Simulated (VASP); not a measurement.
Here is a VASP 6.6.1 calculation.

Contents of INCAR:

```
  PREC = Accurate
  ENCUT = 520
  EDIFF = 1E-6
  ISMEAR = 0
  SIGMA = 0.1
  LREAL = False
  LASPH = True
  NELM = 80
  ALGO = Normal
  ISIF = 2
  LWAVE = False
  LCHARG = False
  GGA = PE
  NBANDS = 34
```

Contents of KPOINTS:

```
Automatic mesh
0
Gamma
  12 12 10
```

POSCAR

```
Ge3Pd
1.0
    4.1272773555      0.0000000000      0.0000000000
    0.0000000000      4.1272773555      0.0000000000
    0.0000000000      0.0000000000      4.2747539754
Ge Pd
3 1
Direct
    0.5000000000      0.0000000000      0.1150356625
    0.0000000000      0.5000000000      0.1150356625
    0.0000000000      0.0000000000      0.6621714644
    0.5000000000      0.5000000000      0.5130478806
```

Potentials or basis: VASP PAW PBE potentials, release 64 (Ge_d, Pd).

The run is started by

```console
$ cat potpaw_PBE.64/Ge_d/POTCAR potpaw_PBE.64/Pd/POTCAR > POTCAR
$ mpirun -np 1 vasp_std > vasp.out
```

Predict the largest force.

0.009 eV/Å.

Estimate the band gap on the k mesh.

zero (bands 26 and 27 overlap by 2.17 eV).

Estimate the pressure.

-0.1 GPa.

Forces in eV/Å, atoms in the order of the input:
```
Ge   0.000  0.000 -0.003
Ge   0.000  0.000 -0.003
Ge   0.000  0.000 -0.004
Pd   0.000  0.000  0.009
```
